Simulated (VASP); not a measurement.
# Be (C2/m) in VASP: notebook

Runs on Be. Level: PBE. Tasks: single point.

All numbers are computed with VASP 6.6.1; they aren't measurements. Logs are shortened: lines on timing, memory, paths and dates and some standing lists are left out, and cuts for length are marked.

### 1 The cell of the first run

It takes space group C2/m (No. 12, monoclinic). Conventional cell: a = 5.062 Å, b = 2.918 Å, c = 7.087 Å, α = 90.00°, β = 101.53°, γ = 90.00°. Within 3.7 Å of Be (site symmetry 2/m) lie 12 Be at 2.79 to 2.92 Å. Within 3.7 Å of Be (site symmetry m) lie 12 Be at 2.79 to 2.94 Å.

### 2 Single point, PBE (Sr replaced by Be, lengths x 0.695, strained)

Input file INCAR:

```
PREC = Accurate
ENCUT = 600
EDIFF = 1E-6
ISMEAR = 0
SIGMA = 0.1
LREAL = F
LASPH = T
NELM = 120
ALGO = Normal
ISIF = 2
LWAVE = F
LCHARG = F
GGA = PE
NBANDS = 10
GGA_COMPAT = F
```

Input file KPOINTS:

```
Automatic mesh
0
Gamma
  8 8 4
```

Input file POSCAR:

```
Be
1.0
    2.5304725437     -1.4587594289      0.0520668006
    2.5304725437      1.4587594289      0.0520668006
   -1.5595081446      0.0000000000      6.9128739962
Be
3
Direct
    0.0000000000      0.0000000000      0.5000000000
    0.2206054833      0.2206054833      0.1695638432
    0.7793945167      0.7793945167      0.8304361568
```

Potentials or basis: VASP PAW PBE potentials, release 64 (Be).

Launch:

```
cat potpaw_PBE.64/Be/POTCAR > POTCAR
mpirun -np 1 vasp_std > vasp.out
```

OUTCAR:

```text
PREC = Accurate
   ENCUT = 600
   EDIFF = 1E-6
   ISMEAR = 0
   LREAL = F
   LASPH = T
   NELM = 120
   ISIF = 2
   GGA = PE

 ion  position               nearest neighbor table
   1  0.000  0.000  0.500-
   2  0.221  0.221  0.170-
   3  0.779  0.779  0.830-

  LATTYP: Found a base centered monoclinic cell.
 ALAT       =     5.0620162964
 B/A-ratio  =     0.5763550899
 C/A-ratio  =     1.3999558851
 COS(beta)  =    -0.1999505522

  Lattice vectors:

 A1 = (   2.5304725437,  -1.4587594289,   0.0520668006)
 A2 = (   2.5304725437,   1.4587594289,   0.0520668006)
 A3 = (  -1.5595081446,   0.0000000000,   6.9128739962)

Analysis of symmetry for initial positions (statically):
=====================================================================
 Subroutine PRICEL returns:
 Original cell was already a primitive cell.

 Routine SETGRP: Setting up the symmetry group for a
 base centered monoclinic supercell.

 Subroutine GETGRP returns: Found  4 space group operations
 (whereof  4 operations were pure point group operations)
 out of a pool of  4 trial point group operations.

The static configuration has the point symmetry C_2h.

Analysis of symmetry for dynamics (positions and initial velocities):
=====================================================================
 Subroutine PRICEL returns:
 Original cell was already a primitive cell.

 Routine SETGRP: Setting up the symmetry group for a
 base centered monoclinic supercell.

 Subroutine GETGRP returns: Found  4 space group operations
 (whereof  4 operations were pure point group operations)
 out of a pool of  4 trial point group operations.

The dynamic configuration has the point symmetry C_2h.

 Subroutine INISYM returns: Found  4 space group operations
 (whereof  4 operations are pure point group operations),
 and found     1 'primitive' translations

----------------------------------------------------------------------------------------

                                     Primitive cell

  volume of cell :      51.2726

  direct lattice vectors                    reciprocal lattice vectors
     2.530472544 -1.458759429  0.052066801     0.196678606 -0.342756996  0.044369663
     2.530472544  1.458759429  0.052066801     0.196678606  0.342756996  0.044369663
    -1.559508145  0.000000000  6.912873996    -0.002962712  0.000000000  0.143989262
[... 91 lines left out ...]
   NFREE  =      0    steps in history (QN), initial steepest desc. (CG)
   ISIF   =      2    stress and relaxation
   ISYM   =      2    0-nonsym 1-usesym 2-fastsym
   POTIM  = 0.5000    time-step for ionic-motion
   TEBEG  =    0.0;   TEEND  =   0.0 temperature during run
   PSTRESS=    0.0 pullay stress
   NELECT =       6.0000    total number of electrons
   NUPDOWN=      -1.0000    fix difference up-down
   EMIN   =  10.00;   EMAX   =-10.00  energy-range for DOS
   EFERMI =   0.00;   METHOD = LEGACY
   ISMEAR =     0;   SIGMA  =   0.10  broadening in eV -4-tet -1-fermi 0-gaus
   EFERMI_NEDOS =   21; number of points for ismear=-14 and -15
   IALGO  =     38    algorithm
   IMIX   =      4    mixing-type and parameters
     AMIX     =   0.40;   BMIX     =  1.00
     AMIX_MAG =   1.60;   BMIX_MAG =  1.00
  volume/ion in A,a.u.               =      17.09       115.33
  Fermi-wavevector in a.u.,A,eV,Ry     =   0.800750  1.513198  8.724059  0.641200
  Thomas-Fermi vector in A             =   1.908105
   LORBIT       =      0    0 simple, 1 ext, 2 COOP (PROOUT), +10 PAW based schemes
   GGA     = PE    functional components
   LHFCALC =     F    Hartree Fock is set to
   AEXX    =    0.0000 exact exchange contribution
   IVDW    =     0    specifies the selected vdW correction
   LEPSILON=     F    determine dielectric tensor
   LRPA    =     F    only Hartree local field effects (RPA)
 non-spin polarized calculation
 Gauss-broadening in eV      SIGMA  =   0.10
  energy-cutoff  :      600.00
  volume of cell :       51.27
 maximum number of plane-waves:      1724
   NGX = 11   NGY = 11   NGZ = 29

 number of electron       6.0000000 magnetization

 Free energy of the ion-electron system (eV)
  ---------------------------------------------------
  ext. energy  EPLUGINS =         0.00000000
  ---------------------------------------------------
  free energy    TOTEN  =        -7.49463134 eV

  energy without entropy =       -7.48961535  energy(sigma->0) =       -7.49212334

 E-fermi :   1.9434     XC(G=0):  -8.3282

 val. band max:        1.8847153679   @ k =   0.5000  -0.0000   0.2500
 cond. band min:       1.9553998789   @ k =   0.3750   0.3750   0.2500
 fundamental gap:      0.0706845110
 Fermi energy:         1.9433936307

 k-point     1 :       0.0000    0.0000    0.0000
  band No.  band energies     occupation
      1      -5.4186      2.00000
      2      -2.8258      2.00000
      3      -2.7628      2.00000
      4       5.1125      0.00000
      5       5.2648      0.00000
      6      10.9489      0.00000
      7      11.0201      0.00000
      8      11.0970      0.00000
      9      11.2342      0.00000
     10      12.1892      0.00000
[... 287 lines left out ...]
 k-point    24 :       0.2500   -0.0000    0.2500
  band No.  band energies     occupation
      1      -3.9020      2.00000
      2      -2.9612      2.00000
      3       0.3231      2.00000
      4       3.2225      0.00000
      5       5.8608      0.00000
      6       7.7864      0.00000
      7       8.4569      0.00000
      8       8.7881      0.00000
      9       9.3502      0.00000
     10       9.6467      0.00000

 [... further k-points ...]

------------------------ aborting loop because EDIFF is reached ----------------------------------------

  FORCE on cell =-STRESS in cart. coord.  units (eV):
  Direction    XX          YY          ZZ          XY          YZ          ZX
  --------------------------------------------------------------------------------------
  -------------------------------------------------------------------------------------
  Total       -8.0377098     -7.4849811     -7.9450630      0.0000000      0.0000000     -0.0575791
  in kB     -251.1641841   -233.8923937   -248.2691353      0.0000000      0.0000000     -1.7992440
  external PRESSURE =    -244.4419044 kB  Pullay stress =       0.0000000 kB

 VOLUME and BASIS-vectors are now :
 -----------------------------------------------------------------------------
  energy-cutoff  :      600.00
  volume of cell :       51.27
      direct lattice vectors                 reciprocal lattice vectors
     2.530472544 -1.458759429  0.052066801     0.196678606 -0.342756996  0.044369663
     2.530472544  1.458759429  0.052066801     0.196678606  0.342756996  0.044369663
    -1.559508145  0.000000000  6.912873996    -0.002962712  0.000000000  0.143989262

 POSITION                                       TOTAL-FORCE (eV/Angst)
 -----------------------------------------------------------------------------------
     -0.77975      0.00000      3.45644         0.000000      0.000000      0.000000
      0.85204      0.00000      1.19515        -0.002410      0.000000     -0.018151
      2.64940      0.00000      5.82186         0.002410      0.000000      0.018151
 -----------------------------------------------------------------------------------
    total drift:                                0.000000     -0.000000     -0.000000

  FREE ENERGIE OF THE ION-ELECTRON SYSTEM (eV)
  ---------------------------------------------------
  free  energy   TOTEN  =        -7.4946313357 eV

  energy  without entropy=       -7.4896153496  energy(sigma->0) =       -7.49212334
```

stdout:

```text
POSCAR found type information on POSCAR Be
 POSCAR found :  1 types and       3 ions
 scaLAPACK will be used
 LDA part: xc-table for (Slater+PW92), standard interpolation
 POSCAR, INCAR and KPOINTS ok, starting setup
 FFT: planning ... GRIDC
 FFT: planning ... GRID_SOFT
 FFT: planning ... GRID
 WAVECAR not read
 entering main loop
```

Wall time 18 s (1 thread of Intel Xeon 6975P-C (Granite Rapids), shared host); peak memory 0.18 GiB.

What came out:

| Item | Value |
| --- | --- |
| Free energy | -7.4946 eV |
| Pressure | -24.4 GPa |
| Largest force | 0.018 eV/Å |
| Band gap on the k mesh | zero (bands 3 and 4 overlap by 1.51 eV) |

Forces in eV/Å, atoms in the order of the input:
```
Be   0.000  0.000  0.000
Be  -0.002  0.000 -0.018
Be   0.002  0.000  0.018
```

Stress tensor (GPa, compression positive):
```
-25.12   0.00  -0.18
  0.00 -23.39   0.00
 -0.18   0.00 -24.83
```

Caveat: the cell differs from its parent crystal (Sr replaced by Be, lengths x 0.695, strained); the cell stands under tension.

### 3 Single point, PBE (Sr replaced by Be, lengths x 0.695, strained)

INCAR is that of step 2.

Input file KPOINTS:

```
Automatic mesh
0
Gamma
  16 16 6
```

POSCAR is that of step 2.

Potentials or basis: VASP PAW PBE potentials, release 64 (Be).

Launch:

```
cat potpaw_PBE.64/Be/POTCAR > POTCAR
mpirun -np 1 vasp_std > vasp.out
```

OUTCAR:

```text
PREC = Accurate
   ENCUT = 600
   EDIFF = 1E-6
   ISMEAR = 0
   LREAL = F
   LASPH = T
   NELM = 120
   ISIF = 2
   GGA = PE

 ion  position               nearest neighbor table
   1  0.000  0.000  0.500-
   2  0.221  0.221  0.170-
   3  0.779  0.779  0.830-

  LATTYP: Found a base centered monoclinic cell.
 ALAT       =     5.0620162964
 B/A-ratio  =     0.5763550899
 C/A-ratio  =     1.3999558851
 COS(beta)  =    -0.1999505522

  Lattice vectors:

 A1 = (   2.5304725437,  -1.4587594289,   0.0520668006)
 A2 = (   2.5304725437,   1.4587594289,   0.0520668006)
 A3 = (  -1.5595081446,   0.0000000000,   6.9128739962)

Analysis of symmetry for initial positions (statically):
=====================================================================
 Subroutine PRICEL returns:
 Original cell was already a primitive cell.

 Routine SETGRP: Setting up the symmetry group for a
 base centered monoclinic supercell.

 Subroutine GETGRP returns: Found  4 space group operations
[... 173 lines left out ...]

 k-point     1 :       0.0000    0.0000    0.0000
  band No.  band energies     occupation
      1      -5.4185      2.00000
      2      -2.8258      2.00000
      3      -2.7621      2.00000
      4       5.1134      0.00000
      5       5.2648      0.00000
      6      10.9474      0.00000
      7      11.0217      0.00000
      8      11.0982      0.00000
      9      11.2322      0.00000
     10      12.1893      0.00000
[... 287 lines left out ...]
 k-point    24 :      -0.0625    0.0625    0.0000
  band No.  band energies     occupation
      1      -5.1840      2.00000
      2      -2.5928      2.00000
      3      -2.5278      2.00000
      4       5.2932      0.00000
      5       5.4478      0.00000
      6       9.7872      0.00000
      7       9.9471      0.00000
      8      10.5165      0.00000
      9      10.5378      0.00000
     10      11.9187      0.00000

 [... further k-points ...]

------------------------ aborting loop because EDIFF is reached ----------------------------------------

  FORCE on cell =-STRESS in cart. coord.  units (eV):
  Direction    XX          YY          ZZ          XY          YZ          ZX
  --------------------------------------------------------------------------------------
  -------------------------------------------------------------------------------------
  Total       -7.8108180     -7.2998990     -8.3968565      0.0000000      0.0000000     -0.1534567
  in kB     -244.0742164   -228.1089038   -262.3868811      0.0000000      0.0000000     -4.7952506
  external PRESSURE =    -244.8566671 kB  Pullay stress =       0.0000000 kB

 VOLUME and BASIS-vectors are now :
 -----------------------------------------------------------------------------
  energy-cutoff  :      600.00
  volume of cell :       51.27
      direct lattice vectors                 reciprocal lattice vectors
     2.530472544 -1.458759429  0.052066801     0.196678606 -0.342756996  0.044369663
     2.530472544  1.458759429  0.052066801     0.196678606  0.342756996  0.044369663
    -1.559508145  0.000000000  6.912873996    -0.002962712  0.000000000  0.143989262

 POSITION                                       TOTAL-FORCE (eV/Angst)
 -----------------------------------------------------------------------------------
     -0.77975      0.00000      3.45644        -0.000000      0.000000     -0.000000
      0.85204      0.00000      1.19515        -0.010764      0.000000     -0.023098
      2.64940      0.00000      5.82186         0.010764      0.000000      0.023098
 -----------------------------------------------------------------------------------
    total drift:                                0.000000     -0.000000     -0.000000

  FREE ENERGIE OF THE ION-ELECTRON SYSTEM (eV)
  ---------------------------------------------------
  free  energy   TOTEN  =        -7.4624522029 eV

  energy  without entropy=       -7.4569211516  energy(sigma->0) =       -7.45968668
```

stdout:

```text
POSCAR found type information on POSCAR Be
 POSCAR found :  1 types and       3 ions
 scaLAPACK will be used
 LDA part: xc-table for (Slater+PW92), standard interpolation
 POSCAR, INCAR and KPOINTS ok, starting setup
 FFT: planning ... GRIDC
 FFT: planning ... GRID_SOFT
 FFT: planning ... GRID
 WAVECAR not read
 entering main loop
```

It took 87 s on 1 thread of Intel Xeon 6975P-C (Granite Rapids), shared host; peak memory 0.33 GiB.

Results:

```
Free energy            : -7.4625 eV
Pressure               : -24.5 GPa
Largest force          : 0.025 eV/Å
Band gap on the k mesh : zero (bands 3 and 4 overlap by 1.51 eV)
```

Forces in eV/Å, atoms in the order of the input:
```
Be   0.000  0.000  0.000
Be  -0.011  0.000 -0.023
Be   0.011  0.000  0.023
```

Caveat: the cell differs from its parent crystal (Sr replaced by Be, lengths x 0.695, strained); the cell stands under tension.

The gap in the log of VASP goes by the Fermi energy; the results here count the filled bands.